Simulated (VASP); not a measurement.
# LiW16 (a cell with a defect) in VASP: single point with PBE

Aim: the single point of LiW16 (a cell with a defect) with PBE.

Everything below comes from runs of VASP 6.6.1. Logs are shortened: lines on timing, memory, paths and dates and some standing lists are left out, and cuts for length are marked.

## (1) The cell of the first run

The cell holds a defect, 17 atoms: a = 6.320 Å, b = 6.320 Å, c = 6.320 Å, α = 90.00°, β = 90.00°, γ = 90.00°.

## (2) Single point, PBE

INCAR reads:

```
PREC     = Accurate       # precision mode
ENCUT    = 650            # plane-wave cutoff, eV
EDIFF    = 1E-6           # SCF threshold, eV
ISMEAR   = -1             # smearing method
SIGMA    = 0.15           # smearing width, eV
LREAL    = False          # projectors in reciprocal space
LASPH    = True           # aspherical terms in the spheres
NELM     = 120            # most SCF steps
ALGO     = Normal         # electronic algorithm
ISIF     = 2              # what is computed and relaxed
LWAVE    = False          # write WAVECAR
LCHARG   = True           # write CHGCAR
GGA      = PE             # functional
LELF     = True           # ELF
LVHAR    = True         
NBANDS   = 128            # bands
GGA_COMPAT= False
```

KPOINTS reads:

```
Automatic mesh
0
Gamma
  3 3 3
```

POSCAR reads:

```
LiW16
1.0
    6.3200000000      0.0000000000      0.0000000000
    0.0000000000      6.3200000000      0.0000000000
    0.0000000000      0.0000000000      6.3200000000
W Li
16 1
Direct
   -0.0105094309      0.0003840673     -0.0181469800
    0.5112446031      0.0003827300     -0.0181346597
   -0.0038693513      0.5003927990     -0.0115131673
   -0.0105049982      0.0003967894      0.5036050187
    0.2503529730      0.1942104811      0.2427193842
    0.5046336216      0.5003946866     -0.0115293647
    0.5112459177      0.0003955739      0.5035867382
    0.7503699243      0.2515167832      0.2427224201
   -0.0038647012      0.5003825380      0.4969632431
    0.2503520313      0.8065683357      0.2427293064
    0.2503754018      0.2515152945      0.7427334400
    0.5046332192      0.5003838320      0.4969783790
    0.7503707671      0.7492617475      0.2427343426
    0.7503717288      0.2521553979      0.7427317626
    0.2503744320      0.7492639525      0.7427275895
    0.7503737813      0.7486226026      0.7427165420
    0.2504318802      0.5003900891      0.2427285054
```

Potentials or basis: VASP PAW PBE potentials, release 64 (W_sv, Li_sv).

The run is started by

```bash
$ cat potpaw_PBE.64/W_sv/POTCAR potpaw_PBE.64/Li_sv/POTCAR > POTCAR
$ mpirun -np 1 vasp_std > vasp.out
```

OUTCAR:

```text
PREC = Accurate
   ENCUT = 650
   EDIFF = 1E-6
   ISMEAR = -1
   LREAL = False
   LASPH = True
   NELM = 120
   ISIF = 2
   GGA = PE

 ion  position               nearest neighbor table
   1  0.989  0.000  0.982-   5 2.63  10 2.63  14 2.66  16 2.66   8 2.74  13 2.74  15 2.74  11 2.74
                             2 3.02   4 3.02   3 3.16   3 3.16   4 3.30   2 3.30
   2  0.511  0.000  0.982-   5 2.63  10 2.63  14 2.66  16 2.66   8 2.74  13 2.74  15 2.74  11 2.74
                             1 3.02   7 3.02   6 3.16   6 3.16   7 3.30   1 3.30
   3  0.996  0.500  0.988-  17 2.27  14 2.70  16 2.70   8 2.73  15 2.73  11 2.73  13 2.73   5 2.98
                            10 2.98   6 3.11   9 3.11   1 3.16   1 3.16   9 3.21   6 3.21
   4  0.989  0.000  0.504-   5 2.63  10 2.63  16 2.66  14 2.66  11 2.74   8 2.74  13 2.74  15 2.74
                             1 3.02   7 3.02   9 3.16   9 3.16   7 3.30   1 3.30
   5  0.250  0.194  0.243-  17 1.94  10 2.45   1 2.63   4 2.63   2 2.63   7 2.63   9 2.98   3 2.98
                            12 2.98   6 2.98   8 3.18  11 3.18  11 3.18   8 3.18
   6  0.505  0.500  0.988-  17 2.27  14 2.70  16 2.70   8 2.73  13 2.73  15 2.73  11 2.73  10 2.98
                             5 2.98  12 3.11   3 3.11   2 3.16   2 3.16   3 3.21  12 3.21
   7  0.511  0.000  0.504-   5 2.63  10 2.63  14 2.66  16 2.66   8 2.74  13 2.74  11 2.74  15 2.74
                             4 3.02   2 3.02  12 3.16  12 3.16   2 3.30   4 3.30
   8  0.750  0.252  0.243-  12 2.73   6 2.73   9 2.73   3 2.73   7 2.74   2 2.74   1 2.74   4 2.74
                            13 3.15  14 3.16  14 3.16  13 3.17   5 3.18   5 3.18
   9  0.996  0.500  0.497-  17 2.27  16 2.70  14 2.70   8 2.73  13 2.73  11 2.73  15 2.73   5 2.98
                            10 2.98  12 3.11   3 3.11   4 3.16   4 3.16   3 3.21  12 3.21
  10  0.250  0.807  0.243-  17 1.94   5 2.45   1 2.63   4 2.63   2 2.63   7 2.63   9 2.98   3 2.98
                             6 2.98  12 2.98  13 3.18  15 3.18  15 3.18  13 3.18
  11  0.250  0.252  0.743-   6 2.73   3 2.73   9 2.73  12 2.73   4 2.74   2 2.74   7 2.74   1 2.74
                            15 3.15  14 3.16  14 3.16  15 3.17   5 3.18   5 3.18
  12  0.505  0.500  0.497-  17 2.27  16 2.70  14 2.70  13 2.73   8 2.73  11 2.73  15 2.73   5 2.98
                            10 2.98   6 3.11   9 3.11   7 3.16   7 3.16   9 3.21   6 3.21
  13  0.750  0.749  0.243-  12 2.73   6 2.73   9 2.73   3 2.73   7 2.74   2 2.74   1 2.74   4 2.74
                             8 3.15  16 3.16  16 3.16   8 3.17  10 3.18  10 3.18
  14  0.750  0.252  0.743-   4 2.66   1 2.66   7 2.66   2 2.66   6 2.70  12 2.70   3 2.70   9 2.70
                            16 3.14   8 3.16  11 3.16  11 3.16   8 3.16  16 3.18
  15  0.250  0.749  0.743-   6 2.73   3 2.73   9 2.73  12 2.73   2 2.74   1 2.74   4 2.74   7 2.74
                            11 3.15  16 3.16  16 3.16  11 3.17  10 3.18  10 3.18
  16  0.750  0.749  0.743-   4 2.66   1 2.66   7 2.66   2 2.66  12 2.70   6 2.70   9 2.70   3 2.70
                            14 3.14  13 3.16  15 3.16  15 3.16  13 3.16  14 3.18
  17  0.250  0.500  0.243-  10 1.94   5 1.94  12 2.27   6 2.27   9 2.27   3 2.27

  LATTYP: Found a simple cubic cell.
 ALAT       =     6.3200000000

  Lattice vectors:

 A1 = (   6.3200000000,   0.0000000000,   0.0000000000)
 A2 = (   0.0000000000,   6.3200000000,   0.0000000000)
 A3 = (   0.0000000000,   0.0000000000,   6.3200000000)

Analysis of symmetry for initial positions (statically):
=====================================================================
 Subroutine PRICEL returns:
 Original cell was already a primitive cell.

 Routine SETGRP: Setting up the symmetry group for a
 simple cubic supercell.

 Subroutine GETGRP returns: Found  2 space group operations
 (whereof  1 operations were pure point group operations)
 out of a pool of 48 trial point group operations.

The static configuration has the point symmetry C_1 .
 The point group associated with its full space group is C_2 .

Analysis of symmetry for dynamics (positions and initial velocities):
=====================================================================
 Subroutine PRICEL returns:
 Original cell was already a primitive cell.

 Routine SETGRP: Setting up the symmetry group for a
 simple cubic supercell.

 Subroutine GETGRP returns: Found  2 space group operations
 (whereof  1 operations were pure point group operations)
 out of a pool of 48 trial point group operations.

The dynamic configuration has the point symmetry C_1 .
 The point group associated with its full space group is C_2 .

 Subroutine INISYM returns: Found  2 space group operations
 (whereof  1 operations are pure point group operations),
 and found     1 'primitive' translations

----------------------------------------------------------------------------------------

                                     Primitive cell

  volume of cell :     252.4360

  direct lattice vectors                    reciprocal lattice vectors
     6.320000000  0.000000000  0.000000000     0.158227848  0.000000000  0.000000000
[... 66 lines left out ...]
 Subroutine IBZKPT returns following result:
 ===========================================

 Found     10 irreducible k-points:

 Following reciprocal coordinates:
            Coordinates               Weight
  0.000000  0.000000  0.000000      1.000000
  0.333333  0.000000  0.000000      2.000000
  0.000000  0.333333  0.000000      2.000000
  0.000000  0.000000  0.333333      2.000000
  0.333333  0.333333  0.000000      4.000000
  0.000000  0.333333  0.333333      2.000000
  0.333333  0.000000  0.333333      4.000000
  0.000000 -0.333333  0.333333      2.000000
  0.333333  0.333333  0.333333      4.000000
 -0.333333 -0.333333  0.333333      4.000000
   k-points           NKPTS =     10   k-points in BZ     NKDIM =     10   number of bands    NBANDS=    128
   number of dos      NEDOS =    301   number of ions     NIONS =     17
   total plane-waves  NPLWV = 157464
   dimension x,y,z NGX =    54 NGY =   54 NGZ =   54
   dimension x,y,z NGXF=   108 NGYF=  108 NGZF=  108
   ions per type =              16   1
   NGX,Y,Z   is equivalent  to a cutoff of  14.20, 14.20, 14.20 a.u.
   NGXF,Y,Z  is equivalent  to a cutoff of  28.41, 28.41, 28.41 a.u.
 SYSTEM =  unknown system
   PREC   = accura    normal or accurate (medium, high low for compatibility)
   ISTART =      0    job   : 0-new  1-cont  2-samecut
   ICHARG =      2    charge: 1-file 2-atom 10-const
   ISPIN  =      1    spin polarized calculation?
   LNONCOLLINEAR =      F non collinear calculations
   LSORBIT =      F    spin-orbit coupling
   LASPH  =      T    aspherical Exc in radial PAW
   ENCUT  =  650.0 eV  47.77 Ry    6.91 a.u.  13.14 13.14 13.14*2*pi/ulx,y,z
   NELM   =    120;   NELMIN=  2; NELMDL= -5     # of ELM steps
   EDIFF  = 0.1E-05   stopping-criterion for ELM
   LREAL  =      F    real-space projection
   EDIFFG = 0.1E-04   stopping-criterion for IOM
   NSW    =      0    number of steps for IOM
   IBRION =     -1    ionic relax: 0-MD 1-quasi-New 2-CG
   NFREE  =      0    steps in history (QN), initial steepest desc. (CG)
   ISIF   =      2    stress and relaxation
   ISYM   =      2    0-nonsym 1-usesym 2-fastsym
   POTIM  = 0.5000    time-step for ionic-motion
   TEBEG  =    0.0;   TEEND  =   0.0 temperature during run
   PSTRESS=    0.0 pullay stress
   NELECT =     227.0000    total number of electrons
   NUPDOWN=      -1.0000    fix difference up-down
   EMIN   =  10.00;   EMAX   =-10.00  energy-range for DOS
   EFERMI =   0.00;   METHOD = LEGACY
   ISMEAR =    -1;   SIGMA  =   0.15  broadening in eV -4-tet -1-fermi 0-gaus
   EFERMI_NEDOS =   21; number of points for ismear=-14 and -15
   IALGO  =     38    algorithm
   IMIX   =      4    mixing-type and parameters
     AMIX     =   0.40;   BMIX     =  1.00
     AMIX_MAG =   1.60;   BMIX_MAG =  1.00
  volume/ion in A,a.u.               =      14.85       100.21
  Fermi-wavevector in a.u.,A,eV,Ry     =   1.580155  2.986060 33.972251  2.496890
  Thomas-Fermi vector in A             =   2.680426
   LORBIT       =      0    0 simple, 1 ext, 2 COOP (PROOUT), +10 PAW based schemes
   GGA     = PE    functional components
   LHFCALC =     F    Hartree Fock is set to
   AEXX    =    0.0000 exact exchange contribution
   IVDW    =     0    specifies the selected vdW correction
   LEPSILON=     F    determine dielectric tensor
   LRPA    =     F    only Hartree local field effects (RPA)
 non-spin polarized calculation
  energy-cutoff  :      650.00
  volume of cell :      252.44
 maximum number of plane-waves:      9532
 NGX is ok and might be reduce to    54
   NGX = 27   NGY = 27   NGZ = 27

 number of electron     227.0000023 magnetization

 Free energy of the ion-electron system (eV)
  ---------------------------------------------------
  ext. energy  EPLUGINS =         0.00000000
  ---------------------------------------------------
  free energy    TOTEN  =      -202.04932632 eV

  energy without entropy =     -201.49190716  energy(sigma->0) =     -201.77061674

 E-fermi :  11.5703     XC(G=0): -13.7185

 val. band max:       11.5518759123   @ k =   0.3333   0.0000   0.3333
 cond. band min:      11.5793064325   @ k =   0.3333   0.3333   0.0000
 fundamental gap:      0.0274305202
 Fermi energy:        11.5703368384

 k-point     1 :       0.0000    0.0000    0.0000
  band No.  band energies     occupation
      1     -62.4464      2.00000
      2     -62.3828      2.00000
      3     -62.3751      2.00000
      4     -62.3735      2.00000
      5     -62.3597      2.00000
      6     -62.3434      2.00000
[... 1269 lines left out ...]
    124      13.5302      0.00000
    125      13.5894      0.00000
 [bands above 125 left out]

------------------------ aborting loop because EDIFF is reached ----------------------------------------

  FORCE on cell =-STRESS in cart. coord.  units (eV):
  Direction    XX          YY          ZZ          XY          YZ          ZX
  --------------------------------------------------------------------------------------
  -------------------------------------------------------------------------------------
  Total       28.4554894     42.1104894     28.4515550      0.0000000     -0.0007999      0.0000000
  in kB      180.6031860    267.2696444    180.5782145      0.0000000     -0.0050771      0.0000000
  external PRESSURE =     209.4836816 kB  Pullay stress =       0.0000000 kB

 VOLUME and BASIS-vectors are now :
 -----------------------------------------------------------------------------
  energy-cutoff  :      650.00
  volume of cell :      252.44
      direct lattice vectors                 reciprocal lattice vectors
     6.320000000  0.000000000  0.000000000     0.158227848  0.000000000  0.000000000
     0.000000000  6.320000000  0.000000000     0.000000000  0.158227848  0.000000000
     0.000000000  0.000000000  6.320000000     0.000000000  0.000000000  0.158227848

 POSITION                                       TOTAL-FORCE (eV/Angst)
 -----------------------------------------------------------------------------------
      6.25358      0.00243      6.20531        -0.002106      0.000558     -0.002709
      3.23107      0.00242      6.20539         0.002062      0.000575     -0.003734
      6.29555      3.16248      6.24724         0.016705     -0.000391      0.016155
      6.25361      0.00251      3.18278        -0.002106     -0.000558      0.002709
      1.58223      1.22741      1.53399         0.000537      0.081150      0.000083
      3.18928      3.16249      6.24713        -0.016651     -0.000462      0.015950
[... 9 lines left out ...]
      4.74236      4.73129      4.69397         0.000161     -0.014498      0.000804
      1.58273      3.16247      1.53404        -0.000977      0.000000      0.000000
 -----------------------------------------------------------------------------------
    total drift:                               -0.000189      0.084120      0.200704

  FREE ENERGIE OF THE ION-ELECTRON SYSTEM (eV)
  ---------------------------------------------------
  free  energy   TOTEN  =      -202.0493263186 eV

  energy  without entropy=     -201.4919071583  energy(sigma->0) =     -201.77061674
```

Run time: 19 min. Hardware: 1 thread of Intel Xeon 8259CL, shared host; peak memory 0.59 GiB.

Results:

```yaml
Free_energy: -202.0493 eV
Pressure: 20.9 GPa
Largest_force: 0.081 eV/Å
Band_gap_on_the_k_mesh: zero (an odd number of electrons rules out a gap without spin polarisation)
```

Forces on the atoms (eV/Å):
```
W   -0.002  0.001 -0.003
W    0.002  0.001 -0.004
W    0.017  0.000  0.016
W   -0.002 -0.001  0.003
W    0.001  0.081  0.000
W   -0.017  0.000  0.016
W    0.002 -0.001  0.004
W    0.000  0.000  0.001
W    0.017  0.000 -0.016
W    0.001 -0.081  0.000
W    0.000  0.000  0.000
W   -0.017  0.000 -0.016
W    0.000  0.000 -0.001
W    0.000  0.014 -0.001
W    0.000  0.000  0.000
W    0.000 -0.014  0.001
Li  -0.001  0.000  0.000
```

Caveat: atoms lie so close that the PAW spheres overlap strongly, which falsifies energies and pressures; spin-orbit coupling is left out, which moves the levels of the heavy elements.
